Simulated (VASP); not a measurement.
# Ta4O (P-43m) in VASP: further runs, part 2 of 2

VASP 6.6.1.

## Step 4: Single point, PBE, collinear spin, ferromagnetic start

Contents of INCAR:

```
SYSTEM = Ta4O
PREC = Accurate
ENCUT = 600
EDIFF = 1E-6
ISMEAR = 0
SIGMA = 0.1
LREAL = .FALSE.
LASPH = .TRUE.
NELM = 200
ALGO = Normal
ISIF = 2
LWAVE = .FALSE.
LCHARG = .TRUE.
ISPIN = 2
MAGMOM = 1 1 1 1 0
LORBIT = 11
LMAXMIX = 4
GGA = PE
LELF = .TRUE.
LVHAR = .TRUE.
NBANDS = 41
GGA_COMPAT = .FALSE.
```

Contents of KPOINTS:

```
Automatic mesh
0
G
  4 4 4
  0 0 0
```

Contents of POSCAR:

```
Ta4O
1.0
    4.3959182816      0.0000000000      0.0000000000
    0.0000000000      4.3959182816      0.0000000000
    0.0000000000      0.0000000000      4.3959182816
Ta O
4 1
Direct
    0.2637668389      0.7362331611      0.7362331611
    0.7362331611      0.2637668389      0.7362331611
    0.7362331611      0.7362331611      0.2637668389
    0.2637668389      0.2637668389      0.2637668389
    0.0000000000      0.0000000000      0.0000000000
```

Potentials or basis: VASP PAW PBE potentials, release 64 (Ta_sv_GW, O).

Command:

```
$ cat potpaw_PBE.64/Ta_sv_GW/POTCAR potpaw_PBE.64/O/POTCAR > POTCAR
$ mpirun -np 1 vasp_std > vasp.out
```

OUTCAR:

```text
SYSTEM = Ta4O
   PREC = Accurate
   ENCUT = 600
   EDIFF = 1E-6
   ISMEAR = 0
   LREAL = .FALSE.
   LASPH = .TRUE.
   NELM = 200
   ISIF = 2
   ISPIN = 2
   LORBIT = 11
   GGA = PE

 ion  position               nearest neighbor table
   1  0.264  0.736  0.736-   5 2.01   3 2.94   4 2.94   2 2.94   2 3.11   4 3.11   3 3.11   4 3.11
                             2 3.11   3 3.11   3 3.28   4 3.28   2 3.28
   2  0.736  0.264  0.736-   5 2.01   3 2.94   4 2.94   1 2.94   1 3.11   4 3.11   3 3.11   4 3.11
                             1 3.11   3 3.11   3 3.28   4 3.28   1 3.28
   3  0.736  0.736  0.264-   5 2.01   2 2.94   4 2.94   1 2.94   1 3.11   4 3.11   2 3.11   4 3.11
                             1 3.11   2 3.11   4 3.28   1 3.28   2 3.28
   4  0.264  0.264  0.264-   5 2.01   2 2.94   3 2.94   1 2.94   1 3.11   2 3.11   1 3.11   3 3.11
                             2 3.11   3 3.11   1 3.28   2 3.28   3 3.28
   5  0.000  0.000  0.000-   1 2.01   2 2.01   3 2.01   4 2.01

  LATTYP: Found a simple cubic cell.
 ALAT       =     4.3959182816

  Lattice vectors:

 A1 = (   4.3959182816,   0.0000000000,   0.0000000000)
 A2 = (   0.0000000000,   4.3959182816,   0.0000000000)
 A3 = (   0.0000000000,   0.0000000000,   4.3959182816)

Analysis of symmetry for initial positions (statically):
=====================================================================
 Subroutine PRICEL returns:
 Original cell was already a primitive cell.

 Routine SETGRP: Setting up the symmetry group for a
 simple cubic supercell.

 Subroutine GETGRP returns: Found 24 space group operations
 (whereof 24 operations were pure point group operations)
 out of a pool of 48 trial point group operations.

The static configuration has the point symmetry T_d .

Analysis of symmetry for dynamics (positions and initial velocities):
=====================================================================
 Subroutine PRICEL returns:
[... 169 lines left out ...]
 fundamental gap:      0.1066650291
 Fermi energy:         9.6890596048

 spin component 1

 k-point     1 :       0.0000    0.0000    0.0000
  band No.  band energies     occupation
      1     -58.3625      1.00000
      2     -58.2855      1.00000
      3     -58.2855      1.00000
      4     -58.2855      1.00000
      5     -25.4545      1.00000
      6     -25.0222      1.00000
[... 429 lines left out ...]
     40      14.5300      0.00000
     41      14.7798      0.00000
 Fermi energy:         9.6890596048

 spin component 2

 k-point     1 :       0.0000    0.0000    0.0000
  band No.  band energies     occupation
      1     -58.3624      1.00000
      2     -58.2855      1.00000
      3     -58.2855      1.00000
      4     -58.2855      1.00000
      5     -25.4545      1.00000
      6     -25.0222      1.00000
[... 429 lines left out ...]
     40      14.5300      0.00000
     41      14.5432      0.00000

------------------------ aborting loop because EDIFF is reached ----------------------------------------

  FORCE on cell =-STRESS in cart. coord.  units (eV):
  Direction    XX          YY          ZZ          XY          YZ          ZX
  --------------------------------------------------------------------------------------
  -------------------------------------------------------------------------------------
  Total       -0.1841352     -0.1841352     -0.1841352      0.0000000      0.0000000      0.0000000
  in kB       -3.4729496     -3.4729496     -3.4729496      0.0000000      0.0000000      0.0000000
  external PRESSURE =      -3.4729496 kB  Pullay stress =       0.0000000 kB

 VOLUME and BASIS-vectors are now :
 -----------------------------------------------------------------------------
  energy-cutoff  :      600.00
  volume of cell :       84.95
      direct lattice vectors                 reciprocal lattice vectors
     4.395918282  0.000000000  0.000000000     0.227483756  0.000000000  0.000000000
     0.000000000  4.395918282  0.000000000     0.000000000  0.227483756  0.000000000
     0.000000000  0.000000000  4.395918282     0.000000000  0.000000000  0.227483756

 POSITION                                       TOTAL-FORCE (eV/Angst)
 -----------------------------------------------------------------------------------
      1.15950      3.23642      3.23642         0.025137     -0.025137     -0.025137
      3.23642      1.15950      3.23642        -0.025137      0.025137     -0.025137
      3.23642      3.23642      1.15950        -0.025137     -0.025137      0.025137
      1.15950      1.15950      1.15950         0.025137      0.025137      0.025137
      0.00000      0.00000      0.00000         0.000000      0.000000     -0.000000
 -----------------------------------------------------------------------------------
    total drift:                               -0.000000     -0.000000     -0.000000

  FREE ENERGIE OF THE ION-ELECTRON SYSTEM (eV)
  ---------------------------------------------------
  free  energy   TOTEN  =       -64.7177145423 eV

  energy  without entropy=      -64.7043848533  energy(sigma->0) =      -64.71104970

 total charge

# of ion       s       p       d       f       tot
--------------------------------------------------
    1        3.347   6.039   2.191   0.049  11.626
    2        3.347   6.039   2.191   0.049  11.626
    3        3.347   6.039   2.191   0.049  11.626
    4        3.347   6.039   2.191   0.049  11.626
    5        1.575   3.588   0.000   0.000   5.164
--------------------------------------------------
tot         14.965  27.742   8.765   0.197  51.669

 magnetization (x)

# of ion       s       p       d       f       tot
--------------------------------------------------
    1        0.000  -0.000   0.000   0.000   0.000
    2        0.000  -0.000   0.000   0.000   0.000
    3        0.000  -0.000   0.000   0.000   0.000
    4        0.000  -0.000   0.000   0.000   0.000
    5       -0.000   0.000   0.000   0.000   0.000
--------------------------------------------------
tot          0.000  -0.000   0.000   0.000   0.000
```

OSZICAR:

```text
N       E                     dE             d eps       ncg     rms          rms(c)
DAV:   1     0.587430287026E+03    0.58743E+03   -0.38157E+04  1640   0.157E+03
DAV:   2    -0.268064770451E+02   -0.61424E+03   -0.59798E+03  2004   0.415E+02
DAV:   3    -0.693604343926E+02   -0.42554E+02   -0.41914E+02  2231   0.100E+02
DAV:   4    -0.702740873268E+02   -0.91365E+00   -0.91128E+00  2104   0.156E+01
DAV:   5    -0.702913886568E+02   -0.17301E-01   -0.17290E-01  2253   0.197E+00    0.151E+02
DAV:   6    -0.654010093783E+02    0.48904E+01   -0.17868E+01  1921   0.192E+01    0.112E+02
DAV:   7    -0.650246545368E+02    0.37635E+00   -0.11545E+01  1862   0.167E+01    0.286E+01
DAV:   8    -0.647444664179E+02    0.28019E+00   -0.22531E+00  1968   0.730E+00    0.211E+01
DAV:   9    -0.647219867004E+02    0.22480E-01   -0.26581E-01  1984   0.221E+00    0.142E+01
DAV:  10    -0.647169572527E+02    0.50294E-02   -0.26025E-02  1968   0.761E-01    0.625E+00
DAV:  11    -0.647174886038E+02   -0.53135E-03   -0.32298E-03  2031   0.420E-01    0.172E+00
DAV:  12    -0.647176980369E+02   -0.20943E-03   -0.13279E-03  1939   0.226E-01    0.216E+00
DAV:  13    -0.647177359152E+02   -0.37878E-04   -0.20161E-04  2021   0.945E-02    0.166E+00
DAV:  14    -0.647177160016E+02    0.19914E-04   -0.58452E-05  2038   0.318E-02    0.104E+00
DAV:  15    -0.647177147425E+02    0.12592E-05   -0.45424E-05  1923   0.303E-02    0.901E-02
DAV:  16    -0.647177145423E+02    0.20022E-06   -0.50756E-06  1612   0.109E-02
   1 F= -.64717715E+02 E0= -.64711050E+02  d E =-.133297E-01  mag=     0.0001
```

Wall time 2.3 min (1 thread of Intel Xeon Platinum 8259CL at 2.50GHz (Skylake/Cascade Lake), shared host); peak memory 0.28 GiB.

Results:

```yaml
Free_energy: -64.7177 eV
Pressure: -0.3 GPa
Largest_force: 0.044 eV/Å
Band_gap_on_the_k_mesh: zero (filled and empty bands overlap)
Net_moment: 0.00 μB per cell
Valence_electrons_inside_the_program's_atomic_spheres: Ta 11.63; O 5.16
```

Forces in eV/Å, atoms in the order of the input:
```
Ta   0.025 -0.025 -0.025
Ta  -0.025  0.025 -0.025
Ta  -0.025 -0.025  0.025
Ta   0.025  0.025  0.025
O    0.000  0.000  0.000
```

Caveat: spin-orbit coupling is left out, which moves the levels of the heavy elements.

## Step 5: The runs side by side

| spin | cell | k mesh | gap on the mesh (eV) | pressure (GPa) | largest force (eV/Å) |
| --- | --- | --- | --- | --- | --- |
| off | a = 4.396 Å, 5 atoms | 4 × 4 × 4 | none | -0.4 | 0.04 |
| off | a = 4.394 Å, 5 atoms | 8 × 8 × 8 | none | -0.3 | 0.04 |
| collinear, ferromagnetic start | a = 4.396 Å, 5 atoms | 4 × 4 × 4 | none | -0.3 | 0.04 |

Alike in all rows: task single point; level PBE; potentials or basis VASP PAW PBE potentials, release 64 (Ta_sv_GW, O); cutoff (eV) 600; smearing gaussian 0.1 eV.

Every run on the cell as given and a fine mesh finds a metal.

Caveats: spin-orbit coupling is left out, which moves the levels of the heavy elements.

Absolute energies hang on the potentials; compare differences alone.
